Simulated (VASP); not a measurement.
Write the native input for VASP 6.6.1 that does the following.

* Task: single point
* Functional: r2SCAN
* Potentials or basis: VASP PAW PBE potentials, release 64 (Hg, Te)
* Cutoff: 520 eV
* k mesh: 12 × 12 × 12
* Occupations: gaussian, width 0.1 eV
* Spin: no spin polarisation
* Dipole correction: no
* Further INCAR settings: ALGO = Normal; EDIFF = 1e-07; NBANDS = 16

HgTe:

```
CELL_PARAMETERS angstrom
0.00000 3.21450 3.21450
3.21450 0.00000 3.21450
3.21450 3.21450 0.00000
ATOMIC_POSITIONS crystal
Hg 0.00000 0.00000 0.00000
Te 0.25000 0.25000 0.25000
```

The input as run:

POSCAR

```
HgTe
1.0
    0.0000000000      3.2145000000      3.2145000000
    3.2145000000      0.0000000000      3.2145000000
    3.2145000000      3.2145000000      0.0000000000
Hg Te
1 1
Direct
    0.0000000000      0.0000000000      0.0000000000
    0.2500000000      0.2500000000      0.2500000000
```

INCAR.step1

```
SYSTEM = HgTe
  PREC = Accurate
  ENCUT = 520
  ISMEAR = 0
  SIGMA = 0.1
  LREAL = .FALSE.
  LASPH = .TRUE.
  NELM = 80
  NBANDS = 16
  GGA = PE
  ALGO = Normal
  EDIFF = 1E-4
  LWAVE = .TRUE.
  LCHARG = .FALSE.
```

INCAR.step2

```
SYSTEM = HgTe
  PREC = Accurate
  ENCUT = 520
  EDIFF = 1E-7
  ISMEAR = 0
  SIGMA = 0.1
  LREAL = .FALSE.
  LASPH = .TRUE.
  NELM = 80
  ALGO = Normal
  ISIF = 2
  LWAVE = .FALSE.
  LCHARG = .FALSE.
  METAGGA = R2SCAN
  LMIXTAU = .TRUE.
  NBANDS = 16
  ISTART = 1
```

KPOINTS

```
Automatic mesh
0
G
  12 12 12
  0 0 0
```

Potentials or basis: VASP PAW PBE potentials, release 64 (Hg, Te).

The run is started by

```sh
$ cat potpaw_PBE.64/Hg/POTCAR potpaw_PBE.64/Te/POTCAR > POTCAR
$ cp INCAR.step1 INCAR
$ mpirun -np 1 vasp_std > vasp.out
$ cp INCAR.step2 INCAR
$ mpirun -np 1 vasp_std > vasp.out
```

It gave:

```yaml
Pressure: 3.2 GPa
Band_gap_on_the_k_mesh: zero (filled and empty bands touch)
```

Caveat: the PAW data sets were made with another functional, which shifts forces and pressure a little; spin-orbit coupling is left out, which moves the levels of the heavy elements.

It took 3.6 min on 1 thread of AMD EPYC 9R45 96-Core Processor (Zen 5), with other jobs on the host, peak memory 0.23 GiB.
